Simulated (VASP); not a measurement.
## Sn: single point with LDA

Sn:

```
CELL_PARAMETERS angstrom
0.00000 3.31736 3.31736
3.31736 0.00000 3.31736
3.31736 3.31736 0.00000
ATOMIC_POSITIONS crystal
Sn 0.75000 0.75000 0.75000
Sn 0.50000 0.50000 0.50000
```

This isn't the form of Sn at room conditions, which is tetragonal (white tin).

- Program: VASP 6.6.1
- Task: single point
- Functional: LDA
- Potentials or basis: VASP PAW LDA potentials, release 64 (Sn_d)
- Cutoff: 520 eV
- k mesh: 7 × 7 × 7
- Occupations: gaussian, width 0.1 eV
- Spin: collinear spin
- Starting moments: [0.5, -0.5] μB

- Pressure: -2.7 GPa
- Band gap on the k mesh: zero (filled and empty bands overlap)
- Net moment: 0.00 μB per cell
- Valence electrons inside the program's atomic spheres: Sn 12.30

Levels at points of the mesh, in eV from the Fermi level:
Spin up:
| k point | band 12 | band 13 | band 14 | band 15 | band 16 | band 17 |
| --- | --- | --- | --- | --- | --- | --- |
| (0.00, 0.00, 0.00) | -1.08 | 0.25 | 0.25 | 0.25 | 2.30 | 2.30 |
Spin down:
| k point | band 10 | band 11 | band 12 | band 13 | band 14 | band 15 | band 16 | band 17 | band 18 | band 19 |
| --- | --- | --- | --- | --- | --- | --- | --- | --- | --- | --- |
| (0.00, 0.00, 0.00) | -21.01 | -10.05 | -1.08 | 0.25 | 0.25 | 0.25 | 2.30 | 2.30 | 2.30 | 4.96 |

Wall time 24 s on 1 thread of Intel(R) Xeon(R) 6975P-C (Granite Rapids), with other jobs on the host, peak memory 0.21 GiB.

Caveat: spin-orbit coupling is left out, which moves the levels of the heavy elements.
